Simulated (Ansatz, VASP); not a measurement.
**SnO in VASP and in Ansatz**

```xyz
4
Lattice="3.7704 0.0000 0.0000 0.0000 3.7704 0.0000 0.0000 0.0000 4.5634" Properties=species:S:1:pos:R:3 pbc="T T T"
Sn   -0.1732    1.7120    0.9825
Sn    1.7120   -0.1732    3.2345
O     0.0000    0.0000    0.0000
O     1.8852    1.8852    0.0000
```

Change from the starting cell: all Sn atoms moved -0.300 Å, as atom 1 along Cartesian [1 1 1].

Alike in both runs: task single point; functional PBEsol; dispersion D3(BJ); k mesh 12 × 12 × 10; occupations gaussian, width 0.15 eV; no spin polarisation.

|  | VASP | Ansatz |
| --- | --- | --- |
| version | VASP 6.6.1 | Ansatz 0.2.0 |
| potentials or method | VASP PAW PBE potentials, release 64 (Sn_d, O), cutoff 600 eV | scalar-relativistic, plane waves, PAW |
| valence electrons in the cell | 40 | 40 |

```tsv
	VASP	Ansatz	Ansatz less VASP
gap on the k mesh at the Fermi level (eV)	none	none	-
pressure (GPa)	4.5	4.3	-0.19
traceless stress, the component that is largest in VASP (GPa)	2.16	2.14	-0.015
rms of the force components (eV/Å)	1.259	1.237	-0.0230
```

VASP's potentials were made for PBE, not for PBEsol. Atom by atom the forces differ by 0.036 eV/Å (rms over components). A gap of «none» marks a metal or a gap that the smearing closes.
